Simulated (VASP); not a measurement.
Set up this calculation in VASP 6.6.1, as the native input.

```yaml
Task: single point
Functional: PBEsol
Potentials_or_basis: VASP PAW PBE potentials, release 64 (Mg, H, O)
Cutoff: 520 eV
k_mesh: 2 × 2 × 1
Occupations: fermi-dirac, width 0.05 eV
Spin: no spin polarisation
Dipole_correction: no
Further_INCAR_settings: LREAL = Auto; ALGO = Normal; EDIFF = 1e-07; NBANDS = 68
```

The structure of Mg2H2O3 lies in POSCAR:

```
Mg2H2O3
1.0
   -3.1158500000     -5.3968110000      0.0000000000
    4.6737750000     -2.6984050000      0.0000000000
    0.0000000000      0.0000000000      7.7871000000
Mg H O
8 8 12
Direct
    0.5003500319      0.6879269213      0.8588306301
    0.4839540854      0.3072523467      0.1440844474
    0.2165632791      0.1539609188      0.8569557345
    0.2559447384      0.8091500796      0.1433139423
   -0.0141852566      0.6554446605      0.8177113431
   -0.0339759246      0.3209902307      0.1856146704
    0.7635227568      0.2095356284      0.8238111749
    0.7563223419      0.8312952525      0.1408611678
    0.4375381290      0.3309323147      0.6031128405
    0.5801328855      0.5440371116      0.3475619936
    0.2695691482      0.6836950924      0.6413555752
    0.2156366563      0.1872771957      0.3957570854
   -0.0538201901      0.2105159878      0.5917093655
   -0.0566616983      0.6578302651      0.4140951060
    0.7413160924      0.7906734378      0.5811662878
    0.6528682939      0.1238484252      0.4268212813
    0.4915174580      0.3310374743      0.7215779944
    0.4985765856      0.6538590014      0.2763288002
    0.7683966379      0.4930722305      0.0005778788
    0.2581811515      0.8258749600      0.7112018595
    0.2467091053      0.1804983265      0.2735421402
    0.5149687871     -0.0231578338      0.0090020675
   -0.0030996303      0.3294643017      0.6785067612
   -0.0153212098      0.6821384017      0.2946411373
    0.2302122522      0.5006246227     -0.0173363640
    0.7647447452      0.8129680856      0.7067329301
    0.7013867669      0.2218155469      0.3276315958
    0.0220595395     -0.0201049010     -0.0011685994
```

These files were run (other wordings do the same):

INCAR

```
PREC = Accurate
ENCUT = 520
EDIFF = 1E-7
ISMEAR = -1
SIGMA = 0.05
LREAL = Auto
LASPH = T
NELM = 80
ALGO = Normal
ISIF = 2
LWAVE = F
LCHARG = F
GGA = PS
NBANDS = 68
```

KPOINTS

```
Automatic mesh
0
Gamma
  2 2 1
```

Potentials or basis: VASP PAW PBE potentials, release 64 (Mg, H, O).

Run with:

```sh
$ cat potpaw_PBE.64/Mg/POTCAR potpaw_PBE.64/H/POTCAR potpaw_PBE.64/O/POTCAR > POTCAR
$ mpirun -np 1 vasp_std > vasp.out
```

Results of the run:

The pressure is -1.2 GPa and the largest force is 2.908 eV/Å. The band gap on the k mesh is 2.95 eV, direct.

Caveat: the k points lie up to 0.81 Å⁻¹ apart; the PAW data sets were made with another functional, which shifts forces and pressure a little.

Run time: 85 s on 1 thread of Intel(R) Xeon(R) 6975P-C (Granite Rapids), on a shared host, peak memory 0.34 GiB.
